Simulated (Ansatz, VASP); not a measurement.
This is a calculation of NbTe for VASP 6.6.1.

INCAR

```
SYSTEM = NbTe
PREC = Accurate
ENCUT = 500
EDIFF = 1E-6
ISMEAR = 0
SIGMA = 0.024
LREAL = .FALSE.
LASPH = .TRUE.
NELM = 120
ALGO = Normal
ISIF = 2
LWAVE = .FALSE.
LCHARG = .FALSE.
GGA = PE
NBANDS = 16
GGA_COMPAT = .FALSE.
```

File KPOINTS:

```
Automatic mesh
0
G
  8 8 7
  0 0 0
```

POSCAR

```
NbTe
1.0
    3.7029743866      0.0000000000      0.0000000000
   -1.8514871933      3.2068698884      0.0000000000
    0.0000000000      0.0000000000      3.6942110000
Te Nb
1 1
Direct
    0.6666666667      0.3333333333      0.0000000000
    0.0000000000      0.0000000000      0.5000000000
```

Potentials or basis: VASP PAW PBE potentials, release 64 (Te, Nb_sv).

Launch:

```sh
$ cat potpaw_PBE.64/Te/POTCAR potpaw_PBE.64/Nb_sv/POTCAR > POTCAR
$ mpirun -np 1 vasp_std > vasp.out
```

Q: Translate it to Ansatz 0.2.0. Potentials there: Ansatz PAW.

A: As run (the cutoff follows the program's own potentials):

input.yaml

```yaml
crystal:
  lattice:
    - [3.7029743866, 0.0, 0.0]
    - [-1.8514871933, 3.2068698884, 0.0]
    - [0.0, 0.0, 3.694211]
  atoms:
    - { symbol: Te, position: [0.6666666667, 0.3333333333, 0.0] }
    - { symbol: Nb, position: [0.0, 0.0, 0.5] }
hamiltonian:
  xc: pbe
  pseudopotentials: { kind: paw }
kpoints:
  mp_grid: { grid: [8, 8, 7] }
scf:
  occupations: { method: gaussian, width: 0.024 }
output:
  forces: true
  stress: true
  eigenvalues: true
```

Potentials or basis: Ansatz PAW.

The run is started by

```bash
$ ansatz run input.yaml --threads 2 --pin off --max-ram 5632MiB --backend cpu --events-out ev --progress --plain --runs-dir out
```

Both were run:

|  | VASP | Ansatz | Ansatz less VASP |
| --- | --- | --- | --- |
| gap on the k mesh at the Fermi level (eV) | none | none | - |
| pressure (GPa) | -0.9 | -0.6 | +0.23 |
| traceless stress, the component that is largest in VASP (GPa) | 0.74 | 0.79 | +0.051 |

A gap of «none» marks a metal or a gap that the smearing closes. The functional is the same, so the differences come from potentials, cutoffs and numerics. VASP's potentials hold 19 valence electrons a cell and Ansatz's 29, so a difference there can come from the potentials and not from the codes.

Spin-orbit coupling is off throughout.
